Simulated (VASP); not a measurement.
# Al2O3 (P-6m2) in VASP: a series of runs

Runs on Al2O3. Level: PBE+D3(BJ). Tasks: single point.

All numbers are computed with VASP 6.6.1; they aren't measurements. Logs are shortened: lines on timing, memory, paths and dates and some standing lists are left out, and cuts for length are marked.

### Step 1. The cell of the first run

It takes space group P-6m2 (No. 187, hexagonal). Conventional cell: a = 2.798 Å, b = 2.798 Å, c = 9.057 Å, α = 90.00°, β = 90.00°, γ = 120.00°. Within 2.3 Å of Al (site symmetry 3m) lie 6 O at 1.74 to 2.11 Å. O (site symmetry 3m) has 3 Al at 1.74 Å within 2.3 Å. O (site symmetry -6m2) has 6 Al at 2.11 Å and 12 O at 2.58 to 2.80 Å within 2.8 Å.

### Step 2. Single point, PBE+D3(BJ) (strain -0.030 along x and y, -0.030 along z)

INCAR

```
PREC = Accurate
ENCUT = 520
EDIFF = 1E-7
ISMEAR = 0
SIGMA = 0.05
LREAL = False
LASPH = True
NELM = 80
ALGO = Normal
ISIF = 2
LWAVE = False
LCHARG = False
GGA = PE
IVDW = 12
NBANDS = 20
```

KPOINTS

```
regular mesh
0
Gamma
  12 12 4
```

POSCAR

```
Al2O3
1.0
    2.7977951999      0.0000000000      0.0000000000
   -1.3988976000      2.4229617176      0.0000000000
    0.0000000000      0.0000000000      9.0566518262
Al O
2 3
Direct
    0.0000000000      0.0000000000      0.1499923300
    0.0000000000      0.0000000000      0.8500076700
    0.3333333333      0.6666666667      0.2223169200
    0.6666666667      0.3333333333      0.0000000000
    0.3333333333      0.6666666667      0.7776830800
```

Potentials or basis: VASP PAW PBE potentials, release 64 (Al, O).

Started as:

```bash
> cat potpaw_PBE.64/Al/POTCAR potpaw_PBE.64/O/POTCAR > POTCAR
> mpirun -np 1 vasp_std > vasp.out
```

OUTCAR:

```text
PREC = Accurate
   ENCUT = 520
   EDIFF = 1E-7
   ISMEAR = 0
   LREAL = False
   LASPH = True
   NELM = 80
   ISIF = 2
   GGA = PE
   IVDW = 12
 IVDW          = 12

 ion  position               nearest neighbor table
   1  0.000  0.000  0.150-   3 1.74   3 1.74   3 1.74   4 2.11   4 2.11   4 2.11   2 2.72
   2  0.000  0.000  0.850-   5 1.74   5 1.74   5 1.74   4 2.11   4 2.11   4 2.11   1 2.72
   3  0.333  0.667  0.222-   1 1.74   1 1.74   1 1.74
   4  0.667  0.333  0.000-   1 2.11   2 2.11   1 2.11   2 2.11   1 2.11   2 2.11
   5  0.333  0.667  0.778-   2 1.74   2 1.74   2 1.74

  LATTYP: Found a hexagonal cell.
 ALAT       =     2.7977951999
 C/A-ratio  =     3.2370674689

  Lattice vectors:

 A1 = (   2.7977951999,   0.0000000000,   0.0000000000)
 A2 = (  -1.3988976000,   2.4229617176,   0.0000000000)
 A3 = (   0.0000000000,   0.0000000000,   9.0566518262)

Analysis of symmetry for initial positions (statically):
=====================================================================
 Subroutine PRICEL returns:
 Original cell was already a primitive cell.

 Routine SETGRP: Setting up the symmetry group for a
 hexagonal supercell.

 Subroutine GETGRP returns: Found 12 space group operations
 (whereof 12 operations were pure point group operations)
 out of a pool of 24 trial point group operations.

The static configuration has the point symmetry D_3h.

Analysis of symmetry for dynamics (positions and initial velocities):
=====================================================================
 Subroutine PRICEL returns:
 Original cell was already a primitive cell.

 Routine SETGRP: Setting up the symmetry group for a
 hexagonal supercell.

 Subroutine GETGRP returns: Found 12 space group operations
 (whereof 12 operations were pure point group operations)
 out of a pool of 24 trial point group operations.

The dynamic configuration has the point symmetry D_3h.

 Subroutine INISYM returns: Found 12 space group operations
 (whereof 12 operations are pure point group operations),
 and found     1 'primitive' translations

----------------------------------------------------------------------------------------

                                     Primitive cell

  volume of cell :      61.3946

  direct lattice vectors                    reciprocal lattice vectors
     2.797795200  0.000000000  0.000000000     0.357424303  0.206359018  0.000000000
    -1.398897600  2.422961718  0.000000000     0.000000000  0.412718035  0.000000000
     0.000000000  0.000000000  9.056651826     0.000000000  0.000000000  0.110416081

  length of vectors
     2.797795200  2.797795200  9.056651826     0.412718035  0.412718035  0.110416081

  position of ions in fractional coordinates (direct lattice)
     0.000000000  0.000000000  0.149992330
     0.000000000  0.000000000  0.850007670
     0.333333333  0.666666667  0.222316920
     0.666666667  0.333333333  0.000000000
     0.333333333  0.666666667  0.777683080

  ion indices of the primitive-cell ions
   primitive index   ion index
                 1           1
                 2           2
                 3           3
                 4           4
                 5           5

----------------------------------------------------------------------------------------

 KPOINTS: regular mesh

Automatic generation of k-mesh.
 Grid dimensions read from file:
 generate k-points for:   12   12    4

 Generating k-lattice:

  Cartesian coordinates                     Fractional coordinates (reciprocal lattice)
     0.029785359  0.017196585  0.000000000     0.083333333  0.000000000  0.000000000
     0.000000000  0.034393170  0.000000000     0.000000000  0.083333333  0.000000000
     0.000000000  0.000000000  0.027604020     0.000000000  0.000000000  0.250000000

  Length of vectors
     0.034393170  0.034393170  0.027604020

  Shift w.r.t. Gamma in fractional coordinates (k-lattice)
     0.000000000  0.000000000  0.000000000

 Subroutine IBZKPT returns following result:
 ===========================================

 Found     57 irreducible k-points:

 Following reciprocal coordinates:
            Coordinates               Weight
  0.000000  0.000000  0.000000      1.000000
  0.083333  0.000000  0.000000      6.000000
  0.166667  0.000000  0.000000      6.000000
  0.250000  0.000000  0.000000      6.000000
  0.333333  0.000000  0.000000      6.000000
  0.416667  0.000000  0.000000      6.000000
[... 16 lines left out ...]
  0.250000  0.000000  0.250000     12.000000
  0.333333  0.000000  0.250000     12.000000
 [... further k-points ...]
   k-points           NKPTS =     57   k-points in BZ     NKDIM =     57   number of bands    NBANDS=     20
   number of dos      NEDOS =    301   number of ions     NIONS =      5
   total plane-waves  NPLWV =  40320
   dimension x,y,z NGX =    24 NGY =   24 NGZ =   70
   dimension x,y,z NGXF=    48 NGYF=   48 NGZF=  140
   ions per type =               2   3
   NGX,Y,Z   is equivalent  to a cutoff of  14.26, 14.26, 12.85 a.u.
   NGXF,Y,Z  is equivalent  to a cutoff of  28.52, 28.52, 25.70 a.u.
 SYSTEM =  unknown system
   PREC   = accura    normal or accurate (medium, high low for compatibility)
   ISTART =      0    job   : 0-new  1-cont  2-samecut
   ICHARG =      2    charge: 1-file 2-atom 10-const
   ISPIN  =      1    spin polarized calculation?
   LNONCOLLINEAR =      F non collinear calculations
   LSORBIT =      F    spin-orbit coupling
   LASPH  =      T    aspherical Exc in radial PAW
   ENCUT  =  520.0 eV  38.22 Ry    6.18 a.u.   5.20  5.20 16.84*2*pi/ulx,y,z
   NELM   =     80;   NELMIN=  2; NELMDL= -5     # of ELM steps
   EDIFF  = 0.1E-06   stopping-criterion for ELM
   LREAL  =      F    real-space projection
   EDIFFG = 0.1E-05   stopping-criterion for IOM
   NSW    =      0    number of steps for IOM
   IBRION =     -1    ionic relax: 0-MD 1-quasi-New 2-CG
   NFREE  =      0    steps in history (QN), initial steepest desc. (CG)
   ISIF   =      2    stress and relaxation
   ISYM   =      2    0-nonsym 1-usesym 2-fastsym
   POTIM  = 0.5000    time-step for ionic-motion
   TEBEG  =    0.0;   TEEND  =   0.0 temperature during run
   PSTRESS=    0.0 pullay stress
   NELECT =      24.0000    total number of electrons
   NUPDOWN=      -1.0000    fix difference up-down
   EMIN   =  10.00;   EMAX   =-10.00  energy-range for DOS
   EFERMI =   0.00;   METHOD = LEGACY
   ISMEAR =     0;   SIGMA  =   0.05  broadening in eV -4-tet -1-fermi 0-gaus
   EFERMI_NEDOS =   21; number of points for ismear=-14 and -15
   IALGO  =     38    algorithm
   IMIX   =      4    mixing-type and parameters
     AMIX     =   0.40;   BMIX     =  1.00
     AMIX_MAG =   1.60;   BMIX_MAG =  1.00
  volume/ion in A,a.u.               =      12.28        82.86
  Fermi-wavevector in a.u.,A,eV,Ry     =   1.197021  2.262042 19.495242  1.432860
  Thomas-Fermi vector in A             =   2.332947
   LORBIT       =      0    0 simple, 1 ext, 2 COOP (PROOUT), +10 PAW based schemes
   GGA     = PE    functional components
   LHFCALC =     F    Hartree Fock is set to
   AEXX    =    0.0000 exact exchange contribution
   IVDW    =    12    specifies the selected vdW correction
   LEPSILON=     F    determine dielectric tensor
   LRPA    =     F    only Hartree local field effects (RPA)
 non-spin polarized calculation
 Gauss-broadening in eV      SIGMA  =   0.05
  energy-cutoff  :      520.00
  volume of cell :       61.39
 maximum number of plane-waves:      1668
 NGX is ok and might be reduce to    24
   NGX = 11   NGY = 11   NGZ = 33

 number of electron      24.0000017 magnetization

 Free energy of the ion-electron system (eV)
  ---------------------------------------------------
  ext. energy  EPLUGINS =         0.00000000
  ---------------------------------------------------
  free energy    TOTEN  =       -36.11044478 eV

  energy without entropy =      -36.11044478  energy(sigma->0) =      -36.11044478

 E-fermi :   1.7117     XC(G=0):  -8.8823

 val. band max:        1.5044688950   @ k =   0.1667   0.0000   0.0000
 cond. band min:       7.0861423146   @ k =   0.0000   0.0000   0.0000
 fundamental gap:      5.5816734196
 Fermi energy:         1.7116812397

 k-point     1 :       0.0000    0.0000    0.0000
  band No.  band energies     occupation
      1     -17.8577      2.00000
      2     -16.5649      2.00000
      3     -15.2689      2.00000
      4      -3.8316      2.00000
      5      -0.7110      2.00000
      6      -0.0859      2.00000
[... 12 lines left out ...]
     19      17.2732      0.00000
     20      17.2734      0.00000

 k-point     2 :       0.0833    0.0000    0.0000
  band No.  band energies     occupation
      1     -17.7611      2.00000
      2     -16.4914      2.00000
      3     -15.2322      2.00000
      4      -3.7756      2.00000
      5      -0.9722      2.00000
      6      -0.2004      2.00000
[... 12 lines left out ...]
     19      16.4972      0.00000
     20      17.3443      0.00000

 k-point     3 :       0.1667    0.0000    0.0000
  band No.  band energies     occupation
      1     -17.4818      2.00000
      2     -16.2842      2.00000
      3     -15.1358      2.00000
      4      -3.6585      2.00000
      5      -1.7821      2.00000
      6      -0.9288      2.00000
[... 12 lines left out ...]
     19      15.4158      0.00000
     20      16.2672      0.00000

 k-point     4 :       0.2500    0.0000    0.0000
  band No.  band energies     occupation
      1     -17.0523      2.00000
      2     -15.9823      2.00000
      3     -15.0215      2.00000
      4      -3.6838      2.00000
      5      -2.8779      2.00000
      6      -1.6157      2.00000
[... 429 lines left out ...]
 k-point    23 :       0.2500    0.0000    0.2500
  band No.  band energies     occupation
      1     -17.0523      2.00000
      2     -15.9825      2.00000
      3     -15.0213      2.00000
      4      -3.6843      2.00000
      5      -2.8764      2.00000
      6      -1.6144      2.00000
[... 12 lines left out ...]
     19      14.9422      0.00000
     20      16.1516      0.00000

 k-point    24 :       0.3333    0.0000    0.2500
  band No.  band energies     occupation
      1     -16.5347      2.00000
      2     -15.6546      2.00000
      3     -14.9542      2.00000
      4      -4.0552      2.00000
      5      -3.9180      2.00000
      6      -2.4172      2.00000
[... 12 lines left out ...]
     19      15.1832      0.00000
     20      16.4358      0.00000

 [... further k-points ...]

------------------------ aborting loop because EDIFF is reached ----------------------------------------

 Edisp (eV)   -0.90682

 E8    (eV) :    -0.3493

  FORCE on cell =-STRESS in cart. coord.  units (eV):
  Direction    XX          YY          ZZ          XY          YZ          ZX
  --------------------------------------------------------------------------------------
  -------------------------------------------------------------------------------------
  Total       6.12479     6.12479     3.31175    -0.00000    -0.00000     0.00000
  in kB     159.83502   159.83502    86.42464    -0.00000    -0.00000     0.00000
  external pressure =      135.36 kB  Pullay stress =        0.00 kB

 VOLUME and BASIS-vectors are now :
 -----------------------------------------------------------------------------
  energy-cutoff  :      520.00
  volume of cell :       61.39
      direct lattice vectors                 reciprocal lattice vectors
     2.797795200  0.000000000  0.000000000     0.357424303  0.206359018  0.000000000
    -1.398897600  2.422961718  0.000000000     0.000000000  0.412718035  0.000000000
     0.000000000  0.000000000  9.056651826     0.000000000  0.000000000  0.110416081

 POSITION                                       TOTAL-FORCE (eV/Angst)
 -----------------------------------------------------------------------------------
      0.00000      0.00000      1.35843        -0.000000      0.000000     -0.414595
      0.00000      0.00000      7.69822        -0.000000      0.000000      0.414595
     -0.00000      1.61531      2.01345         0.000000     -0.000000      1.190963
      1.39890      0.80765      0.00000        -0.000000      0.000000     -0.000000
     -0.00000      1.61531      7.04320         0.000000      0.000000     -1.190963
 -----------------------------------------------------------------------------------
    total drift:                                0.000000     -0.000000      0.000000

  FREE ENERGIE OF THE ION-ELECTRON SYSTEM (eV)
  ---------------------------------------------------
  free  energy   TOTEN  =       -37.0172682437 eV

  energy  without entropy=      -37.0172682437  energy(sigma->0) =      -37.01726824
```

It took 37 s on 1 thread of Intel Xeon 6975P-C (Granite Rapids), shared host; peak memory 0.22 GiB.

Results:

```yaml
Free_energy: -37.0173 eV
Pressure: 13.5 GPa
Largest_force: 1.191 eV/Å
Band_gap_on_the_k_mesh: 5.58 eV, indirect (least direct gap 5.87 eV)
Dispersion_energy_per_atom: -0.181 eV
```

Forces in eV/Å, atoms in the order of the input:
```
Al   0.000  0.000 -0.415
Al   0.000  0.000  0.415
O    0.000  0.000  1.191
O    0.000  0.000  0.000
O    0.000  0.000 -1.191
```

Stress tensor (GPa, compression positive):
```
15.98  0.00  0.00
 0.00 15.98  0.00
 0.00  0.00  8.64
```

Caveat: the cell differs from its parent crystal (strain -0.030 along x and y, -0.030 along z); forces of over 1 eV/Å act on the atoms, so gaps and moduli don't describe the material at rest. A k mesh can miss the band edges.

### Step 3. Single point, PBE+D3(BJ) (strain -0.030 along x and y, -0.015 along z)

INCAR

```
SYSTEM = Al2O3
PREC     = Accurate       ! precision mode
ENCUT    = 520            ! plane-wave cutoff, eV
EDIFF    = 1E-6           ! SCF threshold, eV
ISMEAR   = 0              ! smearing method
SIGMA    = 0.05           ! smearing width, eV
LREAL    = .False.        ! projectors in reciprocal space
LASPH    = .True.         ! aspherical terms in the spheres
NELM     = 80             ! most SCF steps
ALGO     = Normal         ! electronic algorithm
ISIF     = 2              ! what is computed and relaxed
LWAVE    = .False.        ! write WAVECAR
LCHARG   = .False.        ! write CHGCAR
GGA      = PE             ! functional
IVDW     = 12             ! dispersion correction
NBANDS   = 20             ! bands
```

KPOINTS

```
regular mesh
0
Gamma
  12 12 4
  0 0 0
```

Changes to POSCAR since step 2:

```diff
@@ -4,3 +4,3 @@
    -1.3988976000      2.4229617176      0.0000000000
-    0.0000000000      0.0000000000      9.0566518262
+    0.0000000000      0.0000000000      9.1967031431
 Al O
```

Potentials or basis: VASP PAW PBE potentials, release 64 (Al, O).

Started as:

```bash
> cat potpaw_PBE.64/Al/POTCAR potpaw_PBE.64/O/POTCAR > POTCAR
> mpirun -np 1 vasp_std > vasp.out
```

OUTCAR:

```text
SYSTEM = Al2O3
   PREC = Accurate
   ENCUT = 520
   EDIFF = 1E-6
   ISMEAR = 0
   LREAL = .False.
   LASPH = .True.
   NELM = 80
   ISIF = 2
   GGA = PE
   IVDW = 12
 IVDW          = 12

 ion  position               nearest neighbor table
   1  0.000  0.000  0.150-   3 1.75   3 1.75   3 1.75   4 2.12   4 2.12   4 2.12   2 2.76
   2  0.000  0.000  0.850-   5 1.75   5 1.75   5 1.75   4 2.12   4 2.12   4 2.12   1 2.76
   3  0.333  0.667  0.222-   1 1.75   1 1.75   1 1.75
[... 762 lines left out ...]
  Direction    XX          YY          ZZ          XY          YZ          ZX
  --------------------------------------------------------------------------------------
  -------------------------------------------------------------------------------------
  Total       5.77803     5.77803     1.87167    -0.00000     0.00000     0.00000
  in kB     148.48943   148.48943    48.10003    -0.00000     0.00000     0.00000
  external pressure =      115.03 kB  Pullay stress =        0.00 kB

 VOLUME and BASIS-vectors are now :
 -----------------------------------------------------------------------------
  energy-cutoff  :      520.00
  volume of cell :       62.34
      direct lattice vectors                 reciprocal lattice vectors
     2.797795200  0.000000000  0.000000000     0.357424303  0.206359018  0.000000000
    -1.398897600  2.422961718  0.000000000     0.000000000  0.412718035  0.000000000
     0.000000000  0.000000000  9.196703143     0.000000000  0.000000000  0.108734618

 POSITION                                       TOTAL-FORCE (eV/Angst)
 -----------------------------------------------------------------------------------
      0.00000      0.00000      1.37943         0.000000     -0.000000     -0.617137
      0.00000      0.00000      7.81727         0.000000     -0.000000      0.617137
     -0.00000      1.61531      2.04458         0.000000      0.000000      0.958466
      1.39890      0.80765      0.00000        -0.000000      0.000000     -0.000000
     -0.00000      1.61531      7.15212        -0.000000      0.000000     -0.958466
 -----------------------------------------------------------------------------------
    total drift:                                0.000000     -0.000000      0.000000

  FREE ENERGIE OF THE ION-ELECTRON SYSTEM (eV)
  ---------------------------------------------------
  free  energy   TOTEN  =       -37.0581448248 eV

  energy  without entropy=      -37.0581448248  energy(sigma->0) =      -37.05814482
```

OSZICAR:

```text
N       E                     dE             d eps       ncg     rms          rms(c)
DAV:   1     0.120624462729E+03    0.12062E+03   -0.12403E+04  2280   0.108E+03
DAV:   2    -0.325957409676E+02   -0.15322E+03   -0.14953E+03  2732   0.257E+02
DAV:   3    -0.408116646550E+02   -0.82159E+01   -0.81870E+01  3080   0.613E+01
DAV:   4    -0.408948826166E+02   -0.83218E-01   -0.83200E-01  2860   0.668E+00
DAV:   5    -0.408963367744E+02   -0.14542E-02   -0.14541E-02  2984   0.842E-01    0.132E+01
DAV:   6    -0.362287212346E+02    0.46676E+01   -0.14103E+01  2512   0.275E+01    0.470E+00
DAV:   7    -0.362027902522E+02    0.25931E-01   -0.59508E-01  2860   0.511E+00    0.255E+00
DAV:   8    -0.361689571592E+02    0.33833E-01   -0.59048E-02  2948   0.226E+00    0.881E-01
DAV:   9    -0.361602224117E+02    0.87347E-02   -0.24698E-02  3048   0.128E+00    0.200E-01
DAV:  10    -0.361605544978E+02   -0.33209E-03   -0.40223E-03  2664   0.421E-01    0.144E-01
DAV:  11    -0.361608037893E+02   -0.24929E-03   -0.33951E-03  2556   0.585E-01    0.805E-02
DAV:  12    -0.361607036359E+02    0.10015E-03   -0.53862E-04  2624   0.173E-01    0.518E-02
DAV:  13    -0.361606792923E+02    0.24344E-04   -0.25733E-04  2612   0.130E-01    0.216E-02
DAV:  14    -0.361606714342E+02    0.78581E-05   -0.31037E-05  2828   0.595E-02    0.539E-03
DAV:  15    -0.361606714362E+02   -0.20448E-08   -0.64772E-06  2692   0.181E-02
   1 F= -.37058145E+02 E0= -.37058145E+02  d E =-.120916E-21
```

stdout:

```text
POSCAR found type information on POSCAR AlO
 POSCAR found :  2 types and       5 ions
 scaLAPACK will be used
 LDA part: xc-table for (Slater+PW92), standard interpolation
 POSCAR, INCAR and KPOINTS ok, starting setup
 FFT: planning ... GRIDC
 FFT: planning ... GRID_SOFT
 FFT: planning ... GRID
 WAVECAR not read
 entering main loop
```

Wall time 37 s (1 thread of Intel Xeon 6975P-C (Granite Rapids), shared host); peak memory 0.22 GiB.

What came out:

| Item | Value |
| --- | --- |
| Free energy | -37.0581 eV |
| Pressure | 11.5 GPa |
| Largest force | 0.958 eV/Å |
| Band gap on the k mesh | 5.60 eV, indirect (least direct gap 5.88 eV) |
| Dispersion energy per atom | -0.179 eV |

Forces on the atoms (eV/Å):
```
Al   0.000  0.000 -0.617
Al   0.000  0.000  0.617
O    0.000  0.000  0.958
O    0.000  0.000  0.000
O    0.000  0.000 -0.958
```

Stress tensor (GPa, compression positive):
```
14.85  0.00  0.00
 0.00 14.85  0.00
 0.00  0.00  4.81
```

Levels at points of the mesh, in eV from the valence-band top:
```tsv
k point	band 10	band 11	band 12	band 13	band 14	band 15
(0.00, 0.00, 0.00)	-0.45	-0.45	-0.28	5.60	7.87	8.74
(0.50, 0.00, 0.00)	-1.02	-0.87	-0.60	8.49	9.58	9.64
(0.00, 0.00, 0.50)	-0.45	-0.45	-0.34	5.80	7.44	8.71
(0.50, 0.00, 0.50)	-1.02	-0.88	-0.59	8.51	9.58	9.64
```

Caveat: the cell differs from its parent crystal (strain -0.030 along x and y, -0.015 along z). A k mesh can miss the band edges.

[end of part 1 of 2]
